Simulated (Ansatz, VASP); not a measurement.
# BeTe: VASP beside Ansatz

POSCAR

```
BeTe
1.0
    0.0000000000      2.8286229065      2.8286229065
    2.8286229065      0.0000000000      2.8286229065
    2.8286229065      2.8286229065      0.0000000000
Be Te
1 1
Direct
    0.0000000000      0.0000000000      0.0000000000
    0.2500000000      0.2500000000      0.2500000000
```

INCAR.step1

```
PREC = Accurate ; ENCUT = 520
EDIFF = 1E-5 ; ISMEAR = 0
SIGMA = 0.01 ; LREAL = False
LASPH = True ; NELM = 100
ALGO = Normal ; ISIF = 2
LWAVE = True ; LCHARG = False
NBANDS = 11 ; GGA = PE
```

The input INCAR.step2:

```
PREC = Accurate ; ENCUT = 520
EDIFF = 1E-6 ; ISMEAR = 0
SIGMA = 0.01 ; LREAL = False
LASPH = True ; NELM = 100
ALGO = Normal ; ISIF = 2
LWAVE = False ; LCHARG = False
GGA = PE ; LHFCALC = True
HFSCREEN = 0.2079 ; PRECFOCK = Normal
NBANDS = 11 ; ISTART = 1
```

File KPOINTS:

```
regular mesh
0
Gamma
  6 6 6
```

Input for Ansatz:

```yaml
crystal:
  lattice:
    - [0.0, 2.8286229065, 2.8286229065]
    - [2.8286229065, 0.0, 2.8286229065]
    - [2.8286229065, 2.8286229065, 0.0]
  atoms:
    - { symbol: Be, position: [0.0, 0.0, 0.0] }
    - { symbol: Te, position: [0.25, 0.25, 0.25] }
kpoints:
  mp_grid: { grid: [6, 6, 6] }
  band_path:
    path:
      - [0.0, 0.0, 0.0]
      - [-0.5, -0.5, 0.0]
      - [-0.375, -0.375, 0.25]
      - [-0.375, 0.0, 0.375]
      - [0.0, 0.0, 0.5]
      - [-0.5, -0.25, 0.25]
    npoints: 1
hamiltonian:
  xc: hse06
scf:
  occupations: { method: fixed }
  n_extra_bands: 4
output:
  forces: true
  stress: true
  eigenvalues: true
  write_density: true
  write_potential: true
  elf: true
  volumetric_format: npy
```

Alike in both runs: task single point; functional HSE06; k mesh 6 × 6 × 6; no spin polarisation.

```csv
,VASP,Ansatz
version,VASP 6.6.1,Ansatz 0.2.0
potentials or method,"VASP PAW PBE potentials, release 64 (Be, Te)","plane waves, PAW"
plane-wave cutoff (eV),520,420
occupations,"gaussian, width 0.01 eV",fixed
valence electrons in the cell,8,18
```

|  | VASP | Ansatz | Ansatz less VASP |
| --- | --- | --- | --- |
| gap on the k mesh at the Fermi level (eV) | 2.67 | 2.69 | +0.022 |
| pressure (GPa) | -0.9 | -0.8 | +0.12 |

VASP's potentials hold 8 valence electrons a cell and Ansatz's 18, so a difference there can come from the potentials and not from the codes. Ansatz's warnings: stress exchange threshold loose, stress scf threshold loose.

Neither program's run includes spin-orbit coupling.
